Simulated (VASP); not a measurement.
Write the native input for VASP 6.6.1 that does the following.

```
Task                   : single point
Functional             : r2SCAN
Potentials or basis    : VASP PAW PBE potentials, release 64 (Os)
Cutoff                 : 660 eV
k mesh                 : 9 × 9 × 5
Occupations            : fermi-dirac, width 0.1 eV
Spin                   : no spin polarisation
Dipole correction      : no
Further INCAR settings : ALGO = Normal; EDIFF = 1e-06; NBANDS = 15
```

The system is Os.

```
Os
1.0
     2.73410    0.00000    0.00000
    -1.36705    2.36780    0.00000
     0.00000    0.00000    4.31970
Os
2
Cartesian
  1.3671 0.7893 3.2398
  0.0000 1.5785 1.0799
```

These files were run (other wordings do the same):

POSCAR

```
Os
1.0
    2.7341000000      0.0000000000      0.0000000000
   -1.3670500000      2.3678000565      0.0000000000
    0.0000000000      0.0000000000      4.3197000000
Os
2
Direct
    0.6666666667      0.3333333333      0.7500000000
    0.3333333333      0.6666666667      0.2500000000
```

INCAR.step1

```
SYSTEM = Os
ALGO = Normal
EDIFF = 1E-5
ENCUT = 660
GGA = PE
GGA_COMPAT = .False.
ISMEAR = -1
LASPH = .True.
LCHARG = .False.
LREAL = .False.
LWAVE = .True.
NBANDS = 15
NELM = 120
PREC = Accurate
SIGMA = 0.1
```

INCAR.step2

```
SYSTEM = Os
ALGO = Normal
EDIFF = 1E-6
ENCUT = 660
GGA_COMPAT = .False.
ISIF = 2
ISMEAR = -1
ISTART = 1
LASPH = .True.
LCHARG = .False.
LMIXTAU = .True.
LREAL = .False.
LWAVE = .False.
METAGGA = R2SCAN
NBANDS = 15
NELM = 120
PREC = Accurate
SIGMA = 0.1
```

KPOINTS

```
k-points
0
Gamma
  9 9 5
  0 0 0
```

Potentials or basis: VASP PAW PBE potentials, release 64 (Os).

Launch:

```sh
$ cat potpaw_PBE.64/Os/POTCAR > POTCAR
$ cp INCAR.step1 INCAR
$ mpirun -np 1 vasp_std > vasp.out
$ cp INCAR.step2 INCAR
$ mpirun -np 1 vasp_std > vasp.out
```

Results of the run:

```json
{
  "Pressure": "1.9 GPa",
  "Band gap on the k mesh": "zero (bands 8 and 9 overlap by 3.99 eV)"
}
```

Caveat: the PAW data sets were made with another functional, which shifts forces and pressure a little; spin-orbit coupling is left out, which moves the levels of the heavy elements.

Run time: 120 s on 1 thread of Intel Xeon 8259CL, on a shared host, peak memory 0.17 GiB.
